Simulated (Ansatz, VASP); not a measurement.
# Two plane-wave programs on Sn2SeS3

File INCAR:

```
PREC     = Accurate       # precision mode
ENCUT    = 600            # plane-wave cutoff, eV
EDIFF    = 1E-7           # SCF threshold, eV
ISMEAR   = 0              # smearing method
SIGMA    = 0.1            # smearing width, eV
LREAL    = F              # projectors in reciprocal space
LASPH    = T              # aspherical terms in the spheres
NELM     = 80             # most SCF steps
ALGO     = Normal         # electronic algorithm
ISIF     = 3              # what is computed and relaxed
LWAVE    = F              # write WAVECAR
LCHARG   = F              # write CHGCAR
GGA      = PE             # functional
IBRION   = 2              # ionic algorithm
NSW      = 100            # ionic steps
EDIFFG   = -0.01          # ionic threshold
```

The input KPOINTS:

```
regular mesh
0
Gamma
  6 6 6
```

File POSCAR:

```
Sn2SeS3
1.0
    3.5869139298      2.0709057229      3.4277197995
   -3.5869139298      2.0709057229      3.4277197995
    0.0000000000     -4.1418114459      3.4277197995
Sn Se S
2 1 3
Direct
    0.6719535012      0.6719535012      0.6719535012
    0.3280464988      0.3280464988      0.3280464988
    0.0000000000      0.0000000000      0.0000000000
    0.0000000000      0.5000000000      0.0000000000
    0.5000000000      0.0000000000      0.0000000000
    0.0000000000      0.0000000000      0.5000000000
```

Input for Ansatz:

```yaml
crystal:
  lattice:
    - [3.5869139298, 2.0709057229, 3.4277197995]
    - [-3.5869139298, 2.0709057229, 3.4277197995]
    - [0.0, -4.1418114459, 3.4277197995]
  atoms:
    - { symbol: Sn, position: [0.6719535012, 0.6719535012, 0.6719535012] }
    - { symbol: Sn, position: [0.3280464988, 0.3280464988, 0.3280464988] }
    - { symbol: Se, position: [0.0, 0.0, 0.0] }
    - { symbol: S, position: [0.0, 0.5, 0.0] }
    - { symbol: S, position: [0.5, 0.0, 0.0] }
    - { symbol: S, position: [0.0, 0.0, 0.5] }
basis:
  ecutwfc: 420
kpoints:
  mp_grid: { grid: [6, 6, 6] }
hamiltonian:
  xc: pbe
scf:
  occupations: { method: gaussian, width: 0.1 }
output:
  forces: true
  stress: true
  eigenvalues: true
relax:
  adjacent_minimum: "off"
  f_tol: 0.01
  max_steps: 80
  cell: { stress_tol: 0.05 }
```

Change from the starting cell: species swapped into the Y2Co3Si type (R-3m, No. 166).

Alike in both runs: task relaxation of cell and atoms; functional PBE; k mesh 6 × 6 × 6; occupations gaussian, width 0.1 eV; no spin polarisation.

|  | VASP | Ansatz |
| --- | --- | --- |
| version | VASP 6.6.1 | Ansatz 0.2.0 |
| potentials or method | VASP PAW PBE potentials, release 64 (Sn_d, Se, S), cutoff 600 eV | scalar-relativistic, plane waves, PAW |
| valence electrons in the cell | 52 | 62 |

|  | VASP | Ansatz | Ansatz less VASP |
| --- | --- | --- | --- |
| gap on the k mesh at the Fermi level, each at its own relaxed structure (eV) | none | none | - |
| relaxed volume (Å³/atom) | 25.54 | 25.56 | +0.026 |
| relaxed length of the cell vector where the two differ most in proportion (Å) | 5.380 | 5.382 | +0.0026 |

A gap of «none» marks a metal or a gap that the smearing closes. VASP's potentials hold 52 valence electrons a cell and Ansatz's 62, so a difference there can come from the potentials and not from the codes.
